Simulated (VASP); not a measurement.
# BaTiO3 (P4mm) in VASP: single point with PBE+U

Aim: the single point of BaTiO3 with PBE+U.

Program: VASP 6.6.1. These are calculated values, not measurements. Logs are shortened: lines on timing, memory, paths and dates and some standing lists are left out, and cuts for length are marked.

## 1. The cell of the first run

It takes space group P4mm (No. 99, tetragonal). The conventional cell has a = 4.013 Å, b = 4.013 Å, c = 4.030 Å, α = 90.00°, β = 90.00°, γ = 90.00°. Within 3.7 Å of Ba (site symmetry 4mm) lie 12 O at 2.80 to 2.89 Å and 8 Ti at 3.44 to 3.52 Å. Ti (site symmetry 4mm) has 6 O at 1.88 to 2.15 Å within 2.5 Å. Within 2.5 Å of O (site symmetry 4mm) lie 2 Ti at 1.88 to 2.15 Å. Within 2.9 Å of O (site symmetry 2mm) lie 2 Ti at 2.01 Å and 4 Ba at 2.80 to 2.89 Å and 8 O at 2.84 to 2.85 Å.

## 2. Single point, PBE+U, collinear spin, zero start

Input file POSCAR:

```
BaTiO3
1.0
    4.0132946500      4.0132946500      0.0000000000
    0.0000000000      4.0132946500      4.0304519200
    4.0132946500      0.0000000000      4.0304519200
Ba Ti O
2 2 6
Direct
    0.0000000000      0.0000000000      0.0000000000
    0.5000000000      0.5000000000      0.5000000000
    0.2590000000      0.2410000000      0.2410000000
    0.7590000000      0.7410000000      0.7410000000
    0.4920000000      0.0080000000      0.0080000000
    0.9920000000      0.5080000000      0.5080000000
    0.4925000000      0.5075000000      0.0075000000
    0.9925000000      0.0075000000      0.5075000000
    0.4925000000      0.0075000000      0.5075000000
    0.9925000000      0.5075000000      0.0075000000
```

Input file INCAR.step1:

```
ALGO = Normal ; EDIFF = 1E-7
ENCUT = 520 ; GGA = PE
ISIF = 2 ; ISMEAR = -1
ISPIN = 2 ; LASPH = T
LCHARG = T ; LDAU = T
LDAUJ = 0 0.85 0 ; LDAUL = -1 2 -1
LDAUPRINT = 1 ; LDAUTYPE = 1
LDAUU = 0 2.46 0 ; LMAXMIX = 4
LREAL = F ; LWAVE = F
MAGMOM = 0 0 0 0 0 0 0 0 0 0 ; NBANDS = 55
NELECT = 79.0 ; NELM = 150
PREC = Accurate ; SIGMA = 0.1
```

Input file KPOINTS.step1:

```
k-points
0
Gamma
  5 5 5
```

Input file INCAR.step2:

```
ALGO = Normal ; EDIFF = 1E-7
ENCUT = 520 ; GGA = PE
ICHARG = 11 ; ISIF = 2
ISMEAR = -5 ; ISPIN = 2
LASPH = T ; LCHARG = F
LDAU = T ; LDAUJ = 0 0.85 0
LDAUL = -1 2 -1 ; LDAUPRINT = 1
LDAUTYPE = 1 ; LDAUU = 0 2.46 0
LMAXMIX = 4 ; LORBIT = 11
LREAL = F ; LWAVE = F
MAGMOM = 0 0 0 0 0 0 0 0 0 0 ; NBANDS = 55
NEDOS = 2001 ; NELECT = 79.0
NELM = 150 ; PREC = Accurate
SIGMA = 0.1
```

Input file KPOINTS.step2:

```
k-points
0
Gamma
  8 8 8
```

Potentials or basis: VASP PAW PBE potentials, release 64 (Ba_sv, Ti_sv, O).

On the command line:

```sh
cat potpaw_PBE.64/Ba_sv/POTCAR potpaw_PBE.64/Ti_sv/POTCAR potpaw_PBE.64/O/POTCAR > POTCAR
cp INCAR.step1 INCAR
cp KPOINTS.step1 KPOINTS
mpirun -np 1 vasp_std > vasp.out
cp INCAR.step2 INCAR
cp KPOINTS.step2 KPOINTS
mpirun -np 1 vasp_std > vasp.out
```

OUTCAR:

```text
EDIFF = 1E-7
   ENCUT = 520
   GGA = PE
   ICHARG = 11
   ISIF = 2
   ISMEAR = -5
   ISPIN = 2
   LASPH = T
   LORBIT = 11
   LREAL = F
   NELECT = 79.0
   NELM = 150
   PREC = Accurate

 ion  position               nearest neighbor table
   1  0.000  0.000  0.000-   7 2.80   8 2.80   9 2.80  10 2.80   6 2.84   5 2.84   6 2.84   5 2.84
                            10 2.89   7 2.89   9 2.89   8 2.89   4 3.44   3 3.44   4 3.44   3 3.44
   2  0.500  0.500  0.500-   7 2.80   8 2.80   9 2.80  10 2.80   5 2.84   6 2.84   5 2.84   6 2.84
                             9 2.89   8 2.89  10 2.89   7 2.89   3 3.44   4 3.44   3 3.44   4 3.44
   3  0.259  0.241  0.241-   5 1.88   7 2.01   8 2.01   9 2.01  10 2.01   6 2.15   1 3.44   2 3.44
                             2 3.44   1 3.44   2 3.52   1 3.52   1 3.52   2 3.52
   4  0.759  0.741  0.741-   6 1.88   7 2.01   8 2.01   9 2.01  10 2.01   5 2.15   2 3.44   1 3.44
                             1 3.44   2 3.44   1 3.52   2 3.52   2 3.52   1 3.52
   5  0.492  0.008  0.008-   3 1.88   4 2.15   1 2.84   1 2.84   2 2.84   2 2.84
   6  0.992  0.508  0.508-   4 1.88   3 2.15   2 2.84   2 2.84   1 2.84   1 2.84
   7  0.492  0.508  0.008-   3 2.01   4 2.01   1 2.80   2 2.80   1 2.89   2 2.89
   8  0.992  0.008  0.508-   3 2.01   4 2.01   1 2.80   2 2.80   2 2.89   1 2.89
   9  0.492  0.008  0.508-   3 2.01   4 2.01   1 2.80   2 2.80   1 2.89   2 2.89
  10  0.992  0.508  0.008-   3 2.01   4 2.01   1 2.80   2 2.80   2 2.89   1 2.89

  LATTYP: Found a body centered tetragonal cell.
 ALAT       =     5.6756557238
 C/A-ratio  =     1.4202594788

  Lattice vectors:

 A1 = (   0.0000000000,   4.0132946500,   4.0304519200)
 A2 = (   0.0000000000,  -4.0132946500,   4.0304519200)
 A3 = (   4.0132946500,   0.0000000000,  -4.0304519200)

Analysis of symmetry for initial positions (statically):
=====================================================================
 Subroutine PRICEL returns following result:

  LATTYP: Found a simple tetragonal cell.
 ALAT       =     4.0132946500
 C/A-ratio  =     1.0042751085
[... 12 lines left out ...]
 Subroutine GETGRP returns: Found  8 space group operations
 (whereof  8 operations were pure point group operations)
 out of a pool of 16 trial point group operations.

The static configuration has the point symmetry C_4v.

Analysis of symmetry for dynamics (positions and initial velocities):
=====================================================================
 Subroutine PRICEL returns following result:

[... 260 lines left out ...]

 Free energy of the ion-electron system (eV)
  ---------------------------------------------------
  ext. energy  EPLUGINS =         0.00000000
  ---------------------------------------------------
  free energy    TOTEN  =       -81.23801685 eV

  energy without entropy =      -81.23801685  energy(sigma->0) =      -81.23801685

 E-fermi :   3.2235     XC(G=0): -11.0947

 val. band max:        3.2497171752   @ k =  -0.1250   0.1250   0.0000
 cond. band min:       3.2175338837   @ k =  -0.2500   0.1250   0.0000
 fundamental gap:     -0.0321832915
 Fermi energy:         3.2235378270

 spin component 1

 k-point     1 :       0.0000    0.0000    0.0000
  band No.  band energies     occupation
      1     -53.4172      1.00000
      2     -53.4145      1.00000
      3     -29.6733      1.00000
      4     -29.6457      1.00000
      5     -29.6457      1.00000
      6     -29.6335      1.00000
[... 2585 lines left out ...]
     50      10.1531      0.00000
     51      10.3391      0.00000

 [... further k-points ...]

 [bands above 51 left out]

------------------------ aborting loop because EDIFF is reached ----------------------------------------

  FORCE on cell =-STRESS in cart. coord.  units (eV):
  Direction    XX          YY          ZZ          XY          YZ          ZX
  --------------------------------------------------------------------------------------
  -------------------------------------------------------------------------------------
  Total       -4.8355055     -4.8355055     -3.2384778      0.0000000      0.0000000      0.0000000
  in kB      -59.6714555    -59.6714555    -39.9636988      0.0000000      0.0000000      0.0000000
  external PRESSURE =     -53.1022033 kB  Pullay stress =       0.0000000 kB

 VOLUME and BASIS-vectors are now :
 -----------------------------------------------------------------------------
  energy-cutoff  :      520.00
  volume of cell :      129.83
      direct lattice vectors                 reciprocal lattice vectors
     4.013294650  4.013294650  0.000000000     0.124585918  0.124585918 -0.124055567
     0.000000000  4.013294650  4.030451920    -0.124585918  0.124585918  0.124055567
     4.013294650  0.000000000  4.030451920     0.124585918 -0.124585918  0.124055567

 POSITION                                       TOTAL-FORCE (eV/Angst)
 -----------------------------------------------------------------------------------
      0.00000      0.00000      0.00000         0.000000      0.000000     -0.028407
      4.01329      4.01329      4.03045         0.000000      0.000000     -0.028407
      2.00665      2.00665      1.94268         0.000000      0.000000      0.424997
      6.01994      6.01994      5.97313         0.000000      0.000000      0.424997
      2.00665      2.00665      0.06449         0.000000      0.000000      0.012719
      6.01994      6.01994      4.09494         0.000000      0.000000      0.012719
      2.00665      4.01329      2.07568         0.000000      0.000000     -0.204655
      6.01994      4.01329      2.07568         0.000000      0.000000     -0.204655
      4.01329      2.00665      2.07568         0.000000      0.000000     -0.204655
      4.01329      6.01994      2.07568         0.000000      0.000000     -0.204655
 -----------------------------------------------------------------------------------
    total drift:                                0.000005      0.000004      0.004001

  FREE ENERGIE OF THE ION-ELECTRON SYSTEM (eV)
  ---------------------------------------------------
  free  energy   TOTEN  =       -81.2380168541 eV

  energy  without entropy=      -81.2380168541  energy(sigma->0) =      -81.23801685

 total charge

# of ion       s       p       d       tot
------------------------------------------
    1        2.004   5.641   0.288   7.934
    2        2.004   5.641   0.288   7.934
    3        2.209   6.264   1.611  10.084
    4        2.209   6.264   1.611  10.084
    5        1.571   3.420   0.000   4.991
    6        1.571   3.420   0.000   4.991
    7        1.568   3.412   0.000   4.981
    8        1.568   3.412   0.000   4.981
    9        1.568   3.412   0.000   4.981
   10        1.568   3.412   0.000   4.981
--------------------------------------------------
tot         17.843  44.300   3.799  65.942

 magnetization (x)

# of ion       s       p       d       tot
------------------------------------------
    1        0.000  -0.000   0.000   0.000
    2        0.000  -0.000   0.000   0.000
    3        0.000   0.000   0.000   0.000
    4        0.000   0.000   0.000   0.000
    5       -0.000  -0.000   0.000  -0.000
    6       -0.000  -0.000   0.000  -0.000
    7       -0.000  -0.000   0.000  -0.000
    8       -0.000  -0.000   0.000  -0.000
    9       -0.000  -0.000   0.000  -0.000
   10       -0.000  -0.000   0.000  -0.000
--------------------------------------------------
tot         -0.000  -0.001   0.000  -0.001
```

Run time: 14 min. Hardware: 1 thread of Oxide Virtual Turin-like, shared host; peak memory 0.67 GiB.

What came out:

```yaml
Net_moment: 0.00 μB per cell
Valence_electrons_inside_the_program's_atomic_spheres: Ba 7.93; Ti 10.08; O 4.99, 4.98 (each value once)
```

Eigenvalues of the final occupation matrices:
| site | spin | trace | eigenvalues |
| --- | --- | --- | --- |
| site 3 d | 1 | 0.82 | 0.11 0.12 0.12 0.23 0.24 |
| site 3 d | 2 | 0.82 | 0.11 0.12 0.12 0.23 0.24 |
| site 4 d | 1 | 0.82 | 0.11 0.12 0.12 0.23 0.24 |
| site 4 d | 2 | 0.82 | 0.11 0.12 0.12 0.23 0.24 |

Caveat: the cell carries a net charge on a neutralising background, which shifts energy and pressure; the cell is charged against a uniform background, so pressure and absolute levels hang on convention; no moment was typed at the start, so none could form; spin-orbit coupling is left out, which moves the levels of the heavy elements.
